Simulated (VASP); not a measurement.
# InP (I-4m2) in VASP: notebook

The runs below take InP through single point, with PBE.

All numbers are computed with VASP 6.6.1; they aren't measurements. Logs are shortened: lines on timing, memory, paths and dates and some standing lists are left out, and cuts for length are marked.

## (1) The cell of the first run

Symmetry: I-4m2, No. 119, tetragonal system. The conventional cell has a = 3.961 Å, b = 3.961 Å, c = 6.174 Å, α = 90.00°, β = 90.00°, γ = 90.00°. Within 3.3 Å of In (site symmetry -4m2) lie 4 P at 2.51 Å. P (site symmetry -4m2) has 4 In at 2.51 Å within 3.3 Å.

## (2) Single point, PBE (biaxial strain in the a-b plane: -6.0 %)

Input file INCAR:

```
PREC     = Accurate       # precision mode
ENCUT    = 520            # plane-wave cutoff, eV
EDIFF    = 1E-6           # SCF threshold, eV
ISMEAR   = 0              # smearing method
SIGMA    = 0.02           # smearing width, eV
LREAL    = F              # projectors in reciprocal space
LASPH    = T              # aspherical terms in the spheres
NELM     = 80             # most SCF steps
ALGO     = Normal         # electronic algorithm
ISIF     = 2              # what is computed and relaxed
LWAVE    = F              # write WAVECAR
LCHARG   = F              # write CHGCAR
GGA      = PE             # functional
NBANDS   = 26             # bands
```

Input file KPOINTS:

```
regular mesh
0
Gamma
  8 8 6
```

Input file POSCAR:

```
InP
1.0
    2.8011003720      2.8011003720      0.0000000000
   -2.8011003720      2.8011003720      0.0000000000
    0.0000000000      0.0000000000      6.1743403944
In P
2 2
Direct
    0.0000000000      0.0000000000      0.0000000000
    0.5000000000      0.5000000000      0.5000000000
    0.5000000000      0.0000000000      0.7500000000
    0.0000000000      0.5000000000      0.2500000000
```

Potentials or basis: VASP PAW PBE potentials, release 64 (In_d, P).

On the command line:

```
> cat potpaw_PBE.64/In_d/POTCAR potpaw_PBE.64/P/POTCAR > POTCAR
> mpirun -np 1 vasp_std > vasp.out
```

OUTCAR:

```text
PREC = Accurate
   ENCUT = 520
   EDIFF = 1E-6
   ISMEAR = 0
   LREAL = F
   LASPH = T
   NELM = 80
   ISIF = 2
   GGA = PE

 ion  position               nearest neighbor table
   1  0.000  0.000  0.000-   3 2.51   4 2.51   4 2.51   3 2.51
   2  0.500  0.500  0.500-   3 2.51   4 2.51   3 2.51   4 2.51
   3  0.500  0.000  0.750-   1 2.51   2 2.51   2 2.51   1 2.51
   4  0.000  0.500  0.250-   1 2.51   2 2.51   1 2.51   2 2.51

  LATTYP: Found a simple tetragonal cell.
 ALAT       =     3.9613541357
 C/A-ratio  =     1.5586438836

  Lattice vectors:

 A1 = (   2.8011003720,   2.8011003720,   0.0000000000)
 A2 = (  -2.8011003720,   2.8011003720,   0.0000000000)
 A3 = (   0.0000000000,   0.0000000000,   6.1743403944)

Analysis of symmetry for initial positions (statically):
=====================================================================
 Subroutine PRICEL returns following result:

  LATTYP: Found a body centered tetragonal cell.
 ALAT       =     3.9613541357
 C/A-ratio  =     1.5586438836

  Lattice vectors:

 A1 = (   2.8011003720,   0.0000000000,  -3.0871701972)
 A2 = (  -2.8011003720,   0.0000000000,  -3.0871701972)
 A3 = (   0.0000000000,   2.8011003720,   3.0871701972)

   2 primitive cells build up your supercell.

 Routine SETGRP: Setting up the symmetry group for a
 simple tetragonal supercell.

 Subroutine GETGRP returns: Found  8 space group operations
 (whereof  8 operations were pure point group operations)
 out of a pool of 16 trial point group operations.

The static configuration has the point symmetry D_2d.

Analysis of symmetry for dynamics (positions and initial velocities):
=====================================================================
 Subroutine PRICEL returns following result:

  LATTYP: Found a body centered tetragonal cell.
 ALAT       =     3.9613541357
 C/A-ratio  =     1.5586438836

  Lattice vectors:

 A1 = (   2.8011003720,   0.0000000000,  -3.0871701972)
 A2 = (  -2.8011003720,   0.0000000000,  -3.0871701972)
 A3 = (   0.0000000000,   2.8011003720,   3.0871701972)

   2 primitive cells build up your supercell.

 Routine SETGRP: Setting up the symmetry group for a
 simple tetragonal supercell.

 Subroutine GETGRP returns: Found  8 space group operations
 (whereof  8 operations were pure point group operations)
 out of a pool of 16 trial point group operations.

The dynamic configuration has the point symmetry D_2d.

 Subroutine INISYM returns: Found  8 space group operations
 (whereof  8 operations are pure point group operations),
 and found     2 'primitive' translations

----------------------------------------------------------------------------------------

                                     Primitive cell

  volume of cell :      48.4449

  direct lattice vectors                    reciprocal lattice vectors
     2.801100372  0.000000000 -3.087170197     0.178501279  0.178501279 -0.161960620
    -2.801100372  0.000000000 -3.087170197    -0.178501279  0.178501279 -0.161960620
     0.000000000  2.801100372  3.087170197     0.000000000  0.357002559  0.000000000

  length of vectors
     4.168546884  4.168546884  4.168546884     0.299927751  0.299927751  0.357002559

  position of ions in fractional coordinates (direct lattice)
     0.000000000  0.000000000  0.000000000
     0.750000000  0.250000000  0.500000000

  ion indices of the primitive-cell ions
   primitive index   ion index
                 1           1
                 2           3

----------------------------------------------------------------------------------------

 KPOINTS: regular mesh

Automatic generation of k-mesh.
 Grid dimensions read from file:
 generate k-points for:    8    8    6

 Generating k-lattice:

  Cartesian coordinates                     Fractional coordinates (reciprocal lattice)
     0.022312660  0.022312660  0.000000000     0.125000000  0.000000000  0.000000000
    -0.022312660  0.022312660  0.000000000     0.000000000  0.125000000  0.000000000
     0.000000000  0.000000000  0.026993437     0.000000000  0.000000000  0.166666667

  Length of vectors
     0.031554866  0.031554866  0.026993437

  Shift w.r.t. Gamma in fractional coordinates (k-lattice)
     0.000000000  0.000000000  0.000000000

 Subroutine IBZKPT returns following result:
 ===========================================

 Found     60 irreducible k-points:

 Following reciprocal coordinates:
            Coordinates               Weight
  0.000000  0.000000  0.000000      1.000000
  0.125000  0.000000  0.000000      4.000000
  0.250000  0.000000  0.000000      4.000000
  0.375000  0.000000  0.000000      4.000000
  0.500000  0.000000  0.000000      2.000000
  0.125000  0.125000  0.000000      4.000000
[... 16 lines left out ...]
  0.375000  0.125000  0.166667     16.000000
  0.500000  0.125000  0.166667      8.000000
 [... further k-points ...]
   k-points           NKPTS =     60   k-points in BZ     NKDIM =     60   number of bands    NBANDS=     26
   number of dos      NEDOS =    301   number of ions     NIONS =      4
   total plane-waves  NPLWV =  43200
   dimension x,y,z NGX =    30 NGY =   30 NGZ =   48
   dimension x,y,z NGXF=    60 NGYF=   60 NGZF=   96
   ions per type =               2   2
   NGX,Y,Z   is equivalent  to a cutoff of  12.59, 12.59, 12.92 a.u.
   NGXF,Y,Z  is equivalent  to a cutoff of  25.18, 25.18, 25.85 a.u.
 SYSTEM =  unknown system
   PREC   = accura    normal or accurate (medium, high low for compatibility)
   ISTART =      0    job   : 0-new  1-cont  2-samecut
   ICHARG =      2    charge: 1-file 2-atom 10-const
   ISPIN  =      1    spin polarized calculation?
   LNONCOLLINEAR =      F non collinear calculations
   LSORBIT =      F    spin-orbit coupling
   LASPH  =      T    aspherical Exc in radial PAW
   ENCUT  =  520.0 eV  38.22 Ry    6.18 a.u.   7.37  7.37 11.48*2*pi/ulx,y,z
   NELM   =     80;   NELMIN=  2; NELMDL= -5     # of ELM steps
   EDIFF  = 0.1E-05   stopping-criterion for ELM
   LREAL  =      F    real-space projection
   EDIFFG = 0.1E-04   stopping-criterion for IOM
   NSW    =      0    number of steps for IOM
   IBRION =     -1    ionic relax: 0-MD 1-quasi-New 2-CG
   NFREE  =      0    steps in history (QN), initial steepest desc. (CG)
   ISIF   =      2    stress and relaxation
   ISYM   =      2    0-nonsym 1-usesym 2-fastsym
   POTIM  = 0.5000    time-step for ionic-motion
   TEBEG  =    0.0;   TEEND  =   0.0 temperature during run
   PSTRESS=    0.0 pullay stress
   NELECT =      36.0000    total number of electrons
   NUPDOWN=      -1.0000    fix difference up-down
   EMIN   =  10.00;   EMAX   =-10.00  energy-range for DOS
   EFERMI =   0.00;   METHOD = LEGACY
   ISMEAR =     0;   SIGMA  =   0.02  broadening in eV -4-tet -1-fermi 0-gaus
   EFERMI_NEDOS =   21; number of points for ismear=-14 and -15
   IALGO  =     38    algorithm
   IMIX   =      4    mixing-type and parameters
     AMIX     =   0.40;   BMIX     =  1.00
     AMIX_MAG =   1.60;   BMIX_MAG =  1.00
  volume/ion in A,a.u.               =      24.22       163.46
  Fermi-wavevector in a.u.,A,eV,Ry     =   1.176927  2.224070 18.846222  1.385158
  Thomas-Fermi vector in A             =   2.313283
   LORBIT       =      0    0 simple, 1 ext, 2 COOP (PROOUT), +10 PAW based schemes
   GGA     = PE    functional components
   LHFCALC =     F    Hartree Fock is set to
   AEXX    =    0.0000 exact exchange contribution
   IVDW    =     0    specifies the selected vdW correction
   LEPSILON=     F    determine dielectric tensor
   LRPA    =     F    only Hartree local field effects (RPA)
 non-spin polarized calculation
 Gauss-broadening in eV      SIGMA  =   0.02
  energy-cutoff  :      520.00
  volume of cell :       96.89
 maximum number of plane-waves:      2647
 NGX is ok and might be reduce to    30
   NGX = 15   NGY = 15   NGZ = 23

 number of electron      36.0000017 magnetization

 Free energy of the ion-electron system (eV)
  ---------------------------------------------------
  ext. energy  EPLUGINS =         0.00000000
  ---------------------------------------------------
  free energy    TOTEN  =       -16.56570205 eV

  energy without entropy =      -16.56570205  energy(sigma->0) =      -16.56570205

 E-fermi :   5.9151     XC(G=0):  -9.4644

 val. band max:        5.7927294038   @ k =   0.0000   0.0000   0.0000
 cond. band min:       6.4793886496   @ k =   0.0000   0.0000   0.0000
 fundamental gap:      0.6866592458
 Fermi energy:         5.9150908829

 k-point     1 :       0.0000    0.0000    0.0000
  band No.  band energies     occupation
      1      -8.8620      2.00000
      2      -8.6885      2.00000
      3      -8.6390      2.00000
      4      -8.6390      2.00000
      5      -8.5357      2.00000
      6      -8.5357      2.00000
[... 18 lines left out ...]
     25      13.9099      0.00000
     26      14.3728      0.00000

 k-point     2 :       0.1250    0.0000    0.0000
  band No.  band energies     occupation
      1      -8.8525      2.00000
      2      -8.6782      2.00000
      3      -8.6582      2.00000
      4      -8.6346      2.00000
      5      -8.5510      2.00000
      6      -8.5392      2.00000
[... 18 lines left out ...]
     25      13.7982      0.00000
     26      14.0591      0.00000

 k-point     3 :       0.2500    0.0000    0.0000
  band No.  band energies     occupation
      1      -8.8310      2.00000
      2      -8.7036      2.00000
      3      -8.6547      2.00000
      4      -8.6225      2.00000
      5      -8.5800      2.00000
      6      -8.5493      2.00000
[... 18 lines left out ...]
     25      13.0086      0.00000
     26      13.3816      0.00000

 k-point     4 :       0.3750    0.0000    0.0000
  band No.  band energies     occupation
      1      -8.8092      2.00000
      2      -8.7513      2.00000
      3      -8.6332      2.00000
      4      -8.6048      2.00000
      5      -8.6044      2.00000
      6      -8.5652      2.00000
[... 18 lines left out ...]
     25      12.0807      0.00000
     26      12.3007      0.00000
[... 496 lines left out ...]
      1      -8.8210      2.00000
      2      -8.7294      2.00000
      3      -8.6410      2.00000
      4      -8.6115      2.00000
      5      -8.5888      2.00000
      6      -8.5574      2.00000
[... 18 lines left out ...]
     25      11.6340      0.00000
     26      13.3208      0.00000

 k-point    23 :       0.3750    0.1250    0.1667
  band No.  band energies     occupation
      1      -8.8096      2.00000
      2      -8.7690      2.00000
      3      -8.6220      2.00000
      4      -8.6033      2.00000
      5      -8.5977      2.00000
      6      -8.5690      2.00000
[... 18 lines left out ...]
     25      11.5722      0.00000
     26      12.9593      0.00000

 k-point    24 :       0.5000    0.1250    0.1667
  band No.  band energies     occupation
      1      -8.7963      2.00000
      2      -8.7963      2.00000
      3      -8.6107      2.00000
      4      -8.6107      2.00000
      5      -8.5833      2.00000
      6      -8.5833      2.00000
[... 18 lines left out ...]
     25      11.9741      0.00000
     26      11.9741      0.00000

 [... further k-points ...]
[... 5 lines left out ...]
  --------------------------------------------------------------------------------------
  -------------------------------------------------------------------------------------
  Total        4.6036852      4.6036852      1.8024088      0.0000000     -0.0000000     -0.0000000
  in kB       76.1269258     76.1269258     29.8047844      0.0000000     -0.0000000     -0.0000000
  external PRESSURE =      60.6862120 kB  Pullay stress =       0.0000000 kB

 VOLUME and BASIS-vectors are now :
 -----------------------------------------------------------------------------
  energy-cutoff  :      520.00
  volume of cell :       96.89
      direct lattice vectors                 reciprocal lattice vectors
     2.801100372  2.801100372  0.000000000     0.178501279  0.178501279  0.000000000
    -2.801100372  2.801100372  0.000000000    -0.178501279  0.178501279  0.000000000
     0.000000000  0.000000000  6.174340394     0.000000000  0.000000000  0.161960620

 POSITION                                       TOTAL-FORCE (eV/Angst)
 -----------------------------------------------------------------------------------
      0.00000      0.00000      0.00000         0.000000      0.000000      0.000000
      0.00000      2.80110      3.08717        -0.000000     -0.000000     -0.000000
      1.40055      1.40055      4.63076        -0.000000     -0.000000      0.000000
     -1.40055      1.40055      1.54359        -0.000000     -0.000000      0.000000
 -----------------------------------------------------------------------------------
    total drift:                               -0.000000      0.000000      0.000000

  FREE ENERGIE OF THE ION-ELECTRON SYSTEM (eV)
  ---------------------------------------------------
  free  energy   TOTEN  =       -16.5657020462 eV

  energy  without entropy=      -16.5657020462  energy(sigma->0) =      -16.56570205
```

Wall time 69 s (1 thread of AMD EPYC 9R45 (Zen 5), shared host); peak memory 0.24 GiB.

Results:

* Free energy: -16.5657 eV
* Pressure: 6.1 GPa
* Band gap on the k mesh: 0.69 eV

Levels at points of the mesh, in eV from the valence-band top:
```tsv
k point	band 14	band 15	band 16	band 17	band 18	band 19	band 20	band 21	band 22	band 23
(0.00, 0.00, 0.00)	-2.22	-2.22	-0.55	0.00	0.00	0.69	1.94	2.69	3.92	3.92
(0.50, 0.00, 0.00)	-5.15	-3.44	-3.44	-0.87	-0.87	3.31	3.31	4.74	4.74	5.21
(0.50, 0.50, 0.00)	-5.86	-2.80	-2.80	-2.76	-2.76	1.35	1.35	1.80	1.80	9.02
(0.00, 0.00, 0.50)	-3.93	-1.36	-1.36	-1.36	-1.36	2.66	2.66	3.13	3.13	6.33
(0.50, 0.00, 0.50)	-6.09	-1.54	-1.54	-0.84	-0.84	1.25	1.25	4.50	4.50	5.01
(0.50, 0.50, 0.50)	-5.75	-3.28	-3.28	-3.24	-3.24	3.73	3.73	3.78	3.78	4.64
```

Caveat: the cell differs from its parent crystal (biaxial strain in the a-b plane: -6.0 %); spin-orbit coupling is left out, which moves the levels of the heavy elements.

## (3) Single point, PBE (biaxial strain in the a-b plane: -6.0 %, then relaxed in part)

Input file INCAR:

```
SYSTEM = InP
ALGO = Normal ; EDIFF = 1E-7
ENCUT = 520 ; GGA = PE
ISIF = 2 ; ISMEAR = 0
LASPH = .True. ; LCHARG = .False.
LREAL = .False. ; LWAVE = .False.
NBANDS = 26 ; NELM = 60
PREC = Accurate ; SIGMA = 0.02
```

Input file KPOINTS:

```
k-points
0
Gamma
  8 8 6
  0 0 0
```

POSCAR: that of step 2 with these lines changed.

```diff
@@ -4,3 +4,3 @@
    -2.8011003720      2.8011003720      0.0000000000
-    0.0000000000      0.0000000000      6.1743403944
+    0.0000000000      0.0000000000      6.3232990169
 In P
```

Potentials or basis: VASP PAW PBE potentials, release 64 (In_d, P).

On the command line:

```
> cat potpaw_PBE.64/In_d/POTCAR potpaw_PBE.64/P/POTCAR > POTCAR
> mpirun -np 1 vasp_std > vasp.out
```

It took 84 s on 1 thread of AMD EPYC 9R45 (Zen 5), shared host; peak memory 0.24 GiB.

Results (log left out):

```
Free energy            : -16.5876 eV
Pressure               : 4.0 GPa
Band gap on the k mesh : 0.47 eV
```

Stress tensor (GPa, compression positive):
```
 6.06  0.00  0.00
 0.00  6.06  0.00
 0.00  0.00 -0.07
```

Levels at points of the mesh, in eV from the valence-band top:
| k point | band 14 | band 15 | band 16 | band 17 | band 18 | band 19 | band 20 | band 21 | band 22 | band 23 |
| --- | --- | --- | --- | --- | --- | --- | --- | --- | --- | --- |
| (0.00, 0.00, 0.00) | -2.08 | -2.08 | -0.70 | 0.00 | 0.00 | 0.47 | 2.03 | 2.78 | 3.89 | 3.89 |
| (0.50, 0.00, 0.00) | -5.14 | -3.44 | -3.44 | -0.79 | -0.79 | 3.25 | 3.25 | 4.58 | 4.58 | 5.07 |
| (0.50, 0.50, 0.00) | -5.74 | -2.79 | -2.79 | -2.74 | -2.74 | 1.31 | 1.31 | 1.70 | 1.70 | 8.60 |
| (0.00, 0.00, 0.50) | -4.05 | -1.27 | -1.27 | -1.27 | -1.27 | 2.70 | 2.70 | 3.06 | 3.06 | 6.14 |
| (0.50, 0.00, 0.50) | -6.00 | -1.63 | -1.63 | -0.76 | -0.76 | 1.07 | 1.07 | 4.47 | 4.47 | 5.05 |
| (0.50, 0.50, 0.50) | -5.64 | -3.22 | -3.22 | -3.17 | -3.17 | 3.52 | 3.52 | 3.61 | 3.61 | 4.36 |

Caveat: the cell differs from its parent crystal (biaxial strain in the a-b plane: -6.0 %, then relaxed in part); spin-orbit coupling is left out, which moves the levels of the heavy elements.

## (4) Single point, PBE (biaxial strain in the a-b plane: -4.0 %)

Input file INCAR:

```
PREC     = Accurate       # precision mode
ENCUT    = 520            # plane-wave cutoff, eV
EDIFF    = 1E-6           # SCF threshold, eV
ISMEAR   = 0              # smearing method
SIGMA    = 0.02           # smearing width, eV
LREAL    = F              # projectors in reciprocal space
LASPH    = T              # aspherical terms in the spheres
NELM     = 100            # most SCF steps
ALGO     = Normal         # electronic algorithm
ISIF     = 2              # what is computed and relaxed
LWAVE    = F              # write WAVECAR
LCHARG   = F              # write CHGCAR
GGA      = PE             # functional
NBANDS   = 26             # bands
```

Input file KPOINTS:

```
Automatic mesh
0
Gamma
  8 8 6
```

Input file POSCAR:

```
InP
1.0
    2.8606982522      2.8606982522      0.0000000000
   -2.8606982522      2.8606982522      0.0000000000
    0.0000000000      0.0000000000      6.1028229381
In P
2 2
Direct
    0.0000000000      0.0000000000      0.0000000000
    0.5000000000      0.5000000000      0.5000000000
    0.5000000000      0.0000000000      0.7500000000
    0.0000000000      0.5000000000      0.2500000000
```

On the command line:

```
> cat potpaw_PBE.64/In_d/POTCAR potpaw_PBE.64/P/POTCAR > POTCAR
> mpirun -np 1 vasp_std > vasp.out
```

It took 74 s on 1 thread of AMD EPYC 9R45 (Zen 5), shared host; peak memory 0.24 GiB.

Results (log left out):

| Property | Result |
| --- | --- |
| Free energy | -16.7087 eV |
| Pressure | 3.7 GPa |
| Band gap on the k mesh | 0.62 eV |

Stress tensor (GPa, compression positive):
```
4.72 0.00 0.00
0.00 4.72 0.00
0.00 0.00 1.77
```

Levels at points of the mesh, in eV from the valence-band top:
| k point | band 14 | band 15 | band 16 | band 17 | band 18 | band 19 | band 20 | band 21 | band 22 | band 23 |
| --- | --- | --- | --- | --- | --- | --- | --- | --- | --- | --- |
| (0.00, 0.00, 0.00) | -2.20 | -2.20 | -0.34 | 0.00 | 0.00 | 0.62 | 1.90 | 2.55 | 3.97 | 3.97 |
| (0.50, 0.00, 0.00) | -4.96 | -3.15 | -3.15 | -0.90 | -0.90 | 3.17 | 3.17 | 4.87 | 4.87 | 5.29 |
| (0.50, 0.50, 0.00) | -5.75 | -2.58 | -2.58 | -2.55 | -2.55 | 1.53 | 1.53 | 1.97 | 1.97 | 9.17 |
| (0.00, 0.00, 0.50) | -3.69 | -1.34 | -1.34 | -1.34 | -1.34 | 2.64 | 2.64 | 3.06 | 3.06 | 6.32 |
| (0.50, 0.00, 0.50) | -5.87 | -1.31 | -1.31 | -0.87 | -0.87 | 1.34 | 1.34 | 4.56 | 4.56 | 4.94 |
| (0.50, 0.50, 0.50) | -5.63 | -3.09 | -3.09 | -3.05 | -3.05 | 3.92 | 3.92 | 3.94 | 3.94 | 4.92 |

Caveat: the cell differs from its parent crystal (biaxial strain in the a-b plane: -4.0 %); spin-orbit coupling is left out, which moves the levels of the heavy elements.

## (5) Overview

```tsv
cell	gap on the mesh (eV)	pressure (GPa)
a = 3.961, b = 3.961, c = 6.174 Å, 4 atoms	0.69	6.1
a = 3.961, b = 3.961, c = 6.323 Å, 4 atoms	0.47	4.0
a = 4.046, b = 4.046, c = 6.103 Å, 4 atoms	0.62	3.7
```

Alike in all rows: task single point; level PBE; potentials or basis VASP PAW PBE potentials, release 64 (In_d, P); no spin polarisation; k mesh 8 × 8 × 6; cutoff (eV) 520; smearing gaussian 0.02 eV.

Caveats: spin-orbit coupling is left out, which moves the levels of the heavy elements.

Absolute energies hang on the potentials; compare differences alone.
